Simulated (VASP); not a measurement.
# Li in VASP: notebook

Aim: see how the results for Li move with the level of theory and the settings. Levels: BLYP+D3(BJ), PBEsol+D3(BJ), PBEsol. Tasks: single point.

All numbers are computed with VASP 6.6.1; they aren't measurements. Logs are shortened: lines on timing, memory, paths and dates and some standing lists are left out, and cuts for length are marked.

## (1) The cell of the first run

The typed cell holds 4 atoms: a = 3.967 Å, b = 3.967 Å, c = 3.967 Å, α = 90.00°, β = 90.00°, γ = 90.00°.

## (2) Single point, BLYP+D3(BJ)

INCAR reads:

```
SYSTEM = Li
  PREC = Accurate
  ENCUT = 520
  EDIFF = 1E-6
  ISMEAR = -1
  SIGMA = 0.15
  LREAL = .False.
  LASPH = .True.
  NELM = 60
  ALGO = Normal
  ISIF = 2
  LWAVE = .False.
  LCHARG = .False.
  GGA = B5
  ALDAX = 1.0
  AGGAX = 1.0
  AGGAC = 1.0
  ALDAC = 0.0
  IVDW = 12
  VDW_S6 = 1.0
  VDW_S8 = 2.6996
  VDW_A1 = 0.4298
  VDW_A2 = 4.2359
  NBANDS = 14
```

KPOINTS reads:

```
regular mesh
0
Gamma
  5 5 5
  0 0 0
```

POSCAR reads:

```
Li
1.0
    3.9666728901      0.0000000000      0.0000000000
    0.0000000000      3.9666728901      0.0000000000
    0.0000000000      0.0000000000      3.9666728901
Li
4
Direct
    0.7500334461      0.2499665539      0.7499665539
    0.2500334461      0.2500334461      0.2500334461
    0.2499665539      0.7499665539      0.7500334461
    0.7499665539      0.7500334461      0.2499665539
```

Potentials or basis: VASP PAW PBE potentials, release 64 (Li_sv).

Run with:

```
$ cat potpaw_PBE.64/Li_sv/POTCAR > POTCAR
$ mpirun -np 1 vasp_std > vasp.out
```

OUTCAR:

```text
SYSTEM = Li
   PREC = Accurate
   ENCUT = 520
   EDIFF = 1E-6
   ISMEAR = -1
   LREAL = .False.
   LASPH = .True.
   NELM = 60
   ISIF = 2
   GGA = B5
   IVDW = 12
 IVDW          = 12

 ion  position               nearest neighbor table
   1  0.750  0.250  0.750-
   2  0.250  0.250  0.250-
   3  0.250  0.750  0.750-
   4  0.750  0.750  0.250-

  LATTYP: Found a simple cubic cell.
 ALAT       =     3.9666728901

  Lattice vectors:

 A1 = (   3.9666728901,   0.0000000000,   0.0000000000)
 A2 = (   0.0000000000,   3.9666728901,   0.0000000000)
 A3 = (   0.0000000000,   0.0000000000,   3.9666728901)

Analysis of symmetry for initial positions (statically):
=====================================================================
 Subroutine PRICEL returns:
 Original cell was already a primitive cell.

 Routine SETGRP: Setting up the symmetry group for a
 simple cubic supercell.

 Subroutine GETGRP returns: Found 12 space group operations
 (whereof  3 operations were pure point group operations)
 out of a pool of 48 trial point group operations.

The static configuration has the point symmetry C_3 .
 The point group associated with its full space group is T   .

Analysis of symmetry for dynamics (positions and initial velocities):
=====================================================================
 Subroutine PRICEL returns:
 Original cell was already a primitive cell.

 Routine SETGRP: Setting up the symmetry group for a
 simple cubic supercell.

 Subroutine GETGRP returns: Found 12 space group operations
 (whereof  3 operations were pure point group operations)
 out of a pool of 48 trial point group operations.

The dynamic configuration has the point symmetry C_3 .
 The point group associated with its full space group is T   .

 Subroutine INISYM returns: Found 12 space group operations
 (whereof  3 operations are pure point group operations),
 and found     1 'primitive' translations

----------------------------------------------------------------------------------------

                                     Primitive cell

  volume of cell :      62.4136

  direct lattice vectors                    reciprocal lattice vectors
     3.966672890  0.000000000  0.000000000     0.252100445  0.000000000  0.000000000
     0.000000000  3.966672890  0.000000000     0.000000000  0.252100445  0.000000000
     0.000000000  0.000000000  3.966672890     0.000000000  0.000000000  0.252100445

  length of vectors
     3.966672890  3.966672890  3.966672890     0.252100445  0.252100445  0.252100445

  position of ions in fractional coordinates (direct lattice)
     0.750033446  0.249966554  0.749966554
     0.250033446  0.250033446  0.250033446
     0.249966554  0.749966554  0.750033446
     0.749966554  0.750033446  0.249966554

  ion indices of the primitive-cell ions
   primitive index   ion index
                 1           1
                 2           2
                 3           3
                 4           4

----------------------------------------------------------------------------------------

 KPOINTS: regular mesh

Automatic generation of k-mesh.
 Grid dimensions read from file:
 generate k-points for:    5    5    5

 Generating k-lattice:

  Cartesian coordinates                     Fractional coordinates (reciprocal lattice)
     0.050420089  0.000000000  0.000000000     0.200000000  0.000000000  0.000000000
     0.000000000  0.050420089  0.000000000     0.000000000  0.200000000  0.000000000
     0.000000000  0.000000000  0.050420089     0.000000000  0.000000000  0.200000000

  Length of vectors
     0.050420089  0.050420089  0.050420089

  Shift w.r.t. Gamma in fractional coordinates (k-lattice)
     0.000000000  0.000000000  0.000000000

 Subroutine IBZKPT returns following result:
 ===========================================

 Found     11 irreducible k-points:

 Following reciprocal coordinates:
            Coordinates               Weight
  0.000000  0.000000  0.000000      1.000000
  0.200000  0.000000  0.000000      6.000000
  0.400000  0.000000  0.000000      6.000000
  0.200000  0.200000  0.000000     12.000000
  0.400000  0.200000  0.000000     12.000000
 -0.200000  0.400000  0.000000     12.000000
  0.400000  0.400000  0.000000     12.000000
  0.200000  0.200000  0.200000      8.000000
  0.400000  0.200000  0.200000     24.000000
  0.400000  0.400000  0.200000     24.000000
  0.400000  0.400000  0.400000      8.000000
   k-points           NKPTS =     11   k-points in BZ     NKDIM =     11   number of bands    NBANDS=     14
   number of dos      NEDOS =    301   number of ions     NIONS =      4
   total plane-waves  NPLWV =  27000
   dimension x,y,z NGX =    30 NGY =   30 NGZ =   30
   dimension x,y,z NGXF=    60 NGYF=   60 NGZF=   60
   ions per type =               4
   NGX,Y,Z   is equivalent  to a cutoff of  12.57, 12.57, 12.57 a.u.
   NGXF,Y,Z  is equivalent  to a cutoff of  25.15, 25.15, 25.15 a.u.
 SYSTEM =  Li
   PREC   = accura    normal or accurate (medium, high low for compatibility)
   ISTART =      0    job   : 0-new  1-cont  2-samecut
   ICHARG =      2    charge: 1-file 2-atom 10-const
   ISPIN  =      1    spin polarized calculation?
   LNONCOLLINEAR =      F non collinear calculations
   LSORBIT =      F    spin-orbit coupling
   LASPH  =      T    aspherical Exc in radial PAW
   ENCUT  =  520.0 eV  38.22 Ry    6.18 a.u.   7.38  7.38  7.38*2*pi/ulx,y,z
   NELM   =     60;   NELMIN=  2; NELMDL= -5     # of ELM steps
   EDIFF  = 0.1E-05   stopping-criterion for ELM
   LREAL  =      F    real-space projection
   EDIFFG = 0.1E-04   stopping-criterion for IOM
   NSW    =      0    number of steps for IOM
   IBRION =     -1    ionic relax: 0-MD 1-quasi-New 2-CG
   NFREE  =      0    steps in history (QN), initial steepest desc. (CG)
   ISIF   =      2    stress and relaxation
   ISYM   =      2    0-nonsym 1-usesym 2-fastsym
   POTIM  = 0.5000    time-step for ionic-motion
   TEBEG  =    0.0;   TEEND  =   0.0 temperature during run
   PSTRESS=    0.0 pullay stress
   NELECT =      12.0000    total number of electrons
   NUPDOWN=      -1.0000    fix difference up-down
   EMIN   =  10.00;   EMAX   =-10.00  energy-range for DOS
   EFERMI =   0.00;   METHOD = LEGACY
   ISMEAR =    -1;   SIGMA  =   0.15  broadening in eV -4-tet -1-fermi 0-gaus
   EFERMI_NEDOS =   21; number of points for ismear=-14 and -15
   IALGO  =     38    algorithm
   IMIX   =      4    mixing-type and parameters
     AMIX     =   0.40;   BMIX     =  1.00
     AMIX_MAG =   1.60;   BMIX_MAG =  1.00
  volume/ion in A,a.u.               =      15.60       105.30
  Fermi-wavevector in a.u.,A,eV,Ry     =   0.944878  1.785560 12.147194  0.892794
  Thomas-Fermi vector in A             =   2.072725
   LORBIT       =      0    0 simple, 1 ext, 2 COOP (PROOUT), +10 PAW based schemes
   GGA     = B5    functional components
   LHFCALC =     F    Hartree Fock is set to
   AEXX    =    0.0000 exact exchange contribution
   IVDW    =    12    specifies the selected vdW correction
   LEPSILON=     F    determine dielectric tensor
   LRPA    =     F    only Hartree local field effects (RPA)
 non-spin polarized calculation
  energy-cutoff  :      520.00
  volume of cell :       62.41
 maximum number of plane-waves:      1743
 NGX is ok and might be reduce to    30
   NGX = 15   NGY = 15   NGZ = 15

 number of electron      11.9999960 magnetization

 Free energy of the ion-electron system (eV)
  ---------------------------------------------------
  ext. energy  EPLUGINS =         0.00000000
  ---------------------------------------------------
  free energy    TOTEN  =        -6.12931248 eV

  energy without entropy =       -6.00614739  energy(sigma->0) =       -6.06772993

 E-fermi :   1.7834     XC(G=0):  -7.3185

 val. band max:        1.5688990400   @ k =   0.4000   0.4000   0.2000
 cond. band min:       1.8416550372   @ k =   0.4000   0.4000   0.4000
 fundamental gap:      0.2727559973
 Fermi energy:         1.7834213660

 k-point     1 :       0.0000    0.0000    0.0000
  band No.  band energies     occupation
      1     -44.9680      2.00000
      2     -44.9062      2.00000
      3     -44.9062      2.00000
      4     -44.9062      2.00000
      5      -1.9773      2.00000
      6       3.5852      0.00001
      7       3.5852      0.00001
      8       3.5852      0.00001
      9       7.6046      0.00000
     10       7.6046      0.00000
     11       7.6046      0.00000
     12      11.7968      0.00000
     13      11.7968      0.00000
     14      11.7968      0.00000

 k-point     2 :       0.2000    0.0000    0.0000
  band No.  band energies     occupation
      1     -44.9621      2.00000
      2     -44.9120      2.00000
      3     -44.9060      2.00000
      4     -44.9060      2.00000
      5      -1.7207      2.00000
      6       2.2076      0.11170
      7       3.9606      0.00000
      8       3.9606      0.00000
      9       7.3335      0.00000
     10       7.3335      0.00000
     11       9.4869      0.00000
     12       9.4869      0.00000
     13       9.7363      0.00000
     14      12.1595      0.00000
[... 122 lines left out ...]
      1     -44.9303      2.00000
      2     -44.9196      2.00000
      3     -44.9196      2.00000
      4     -44.9148      2.00000
      5       0.3103      1.99989
      6       1.5685      1.61476
      7       1.5689      1.61385
      8       2.5709      0.01044
      9       5.9893      0.00000
     10       7.2201      0.00000
     11       7.2205      0.00000
     12       8.8315      0.00000
     13      12.5895      0.00000
     14      13.4066      0.00000

 k-point    11 :       0.4000    0.4000    0.4000
  band No.  band energies     occupation
      1     -44.9254      2.00000
      2     -44.9195      2.00000
      3     -44.9195      2.00000
      4     -44.9195      2.00000
      5       0.9348      1.99304
      6       1.8417      0.80829
      7       1.8418      0.80777
      8       1.8420      0.80725
      9       5.9881      0.00000
     10       5.9882      0.00000
     11       5.9883      0.00000
     12       7.0753      0.00000
     13      15.7387      0.00000
     14      15.7441      0.00000

------------------------ aborting loop because EDIFF is reached ----------------------------------------

 Edisp (eV)   -1.97017

 E8    (eV) :    -1.4168

  FORCE on cell =-STRESS in cart. coord.  units (eV):
  Direction    XX          YY          ZZ          XY          YZ          ZX
  --------------------------------------------------------------------------------------
  -------------------------------------------------------------------------------------
  Total      -0.03159    -0.03159    -0.03159    -0.00000     0.00000     0.00000
  in kB      -0.81084    -0.81084    -0.81084    -0.00000     0.00000     0.00000
  external pressure =       -0.81 kB  Pullay stress =        0.00 kB

 VOLUME and BASIS-vectors are now :
 -----------------------------------------------------------------------------
  energy-cutoff  :      520.00
  volume of cell :       62.41
      direct lattice vectors                 reciprocal lattice vectors
     3.966672890  0.000000000  0.000000000     0.252100445  0.000000000  0.000000000
     0.000000000  3.966672890  0.000000000     0.000000000  0.252100445  0.000000000
     0.000000000  0.000000000  3.966672890     0.000000000  0.000000000  0.252100445

 POSITION                                       TOTAL-FORCE (eV/Angst)
 -----------------------------------------------------------------------------------
      2.97514      0.99154      2.97487        -0.000247      0.000247      0.000247
      0.99180      0.99180      0.99180        -0.000247     -0.000247     -0.000247
      0.99154      2.97487      2.97514         0.000247      0.000247     -0.000247
      2.97487      2.97514      0.99154         0.000247     -0.000247      0.000247
 -----------------------------------------------------------------------------------
    total drift:                               -0.000000     -0.000000     -0.000000

  FREE ENERGIE OF THE ION-ELECTRON SYSTEM (eV)
  ---------------------------------------------------
  free  energy   TOTEN  =        -8.0994779130 eV

  energy  without entropy=       -7.9763128219  energy(sigma->0) =       -8.03789537
```

Wall time 16 s (1 thread of Intel Xeon Platinum 8259CL at 2.50GHz (Skylake/Cascade Lake), shared host); peak memory 0.16 GiB.

What came out:

```
Free energy                : -8.0995 eV
Band gap on the k mesh     : zero (band 6 reaches 3.59 eV, above the bottom of band 7 at 1.43 eV)
Dispersion energy per atom : -0.493 eV
```

Caveat: the cutoff is under 1.25 times the usual one of these potentials, so pressure, stress and relaxed cells hold a basis-set (Pulay) error; the PAW data sets were made with another functional, which shifts forces and pressure a little; pairwise dispersion overbinds metals, which lowers pressure and volume.

(Continued in part 2 of 2.)
